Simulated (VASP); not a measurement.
Write the native input for VASP 6.6.1 that does the following.

```yaml
Task: single point
Functional: PBE
Potentials_or_basis: VASP PAW PBE potentials, release 64 (Na_pv)
Cutoff: 520 eV
k_mesh: 15 × 15 × 8
Occupations: gaussian, width 0.15 eV
Spin: no spin polarisation
Dipole_correction: no
Further_INCAR_settings: ALGO = Fast; EDIFF = 1e-06; NBANDS = 14
```

The structure of Na lies in POSCAR:

```
Na
1.0
    3.7449956804      0.0000000000      0.0000000000
   -1.8724978402      3.2432613963      0.0000000000
    0.0000000000      0.0000000000      6.1030356778
Na
2
Direct
    0.3333333333      0.6666666667      0.2247174999
    0.6666666667      0.3333333333      0.7752825001
```

This cell differs from its parent crystal: mode 4 frozen in at +0.000 Å and mode 6 at -0.154 Å (largest displacements).

These files were run (other wordings do the same):

INCAR

```
SYSTEM = Na
PREC = Accurate ; ENCUT = 520
EDIFF = 1E-6 ; ISMEAR = 0
SIGMA = 0.15 ; LREAL = .FALSE.
LASPH = .TRUE. ; NELM = 80
ALGO = Fast ; ISIF = 2
LWAVE = .FALSE. ; LCHARG = .FALSE.
GGA = PE ; NBANDS = 14
```

KPOINTS

```
Automatic mesh
0
G
  15 15 8
  0 0 0
```

Potentials or basis: VASP PAW PBE potentials, release 64 (Na_pv).

Command:

```bash
$ cat potpaw_PBE.64/Na_pv/POTCAR > POTCAR
$ mpirun -np 1 vasp_std > vasp.out
```

It gave:

```json
{
  "Pressure": "0.3 GPa",
  "Largest force": "0.226 eV/Å",
  "Band gap on the k mesh": "zero (band 7 reaches 2.34 eV, above the bottom of band 8 at -1.72 eV)"
}
```

Caveat: the cell differs from its parent crystal (mode 4 frozen in at +0.000 Å and mode 6 at -0.154 Å (largest displacements)).

Run time: 77 s on 1 thread of Intel(R) Xeon(R) 6975P-C (Granite Rapids), on a shared host, peak memory 0.27 GiB.
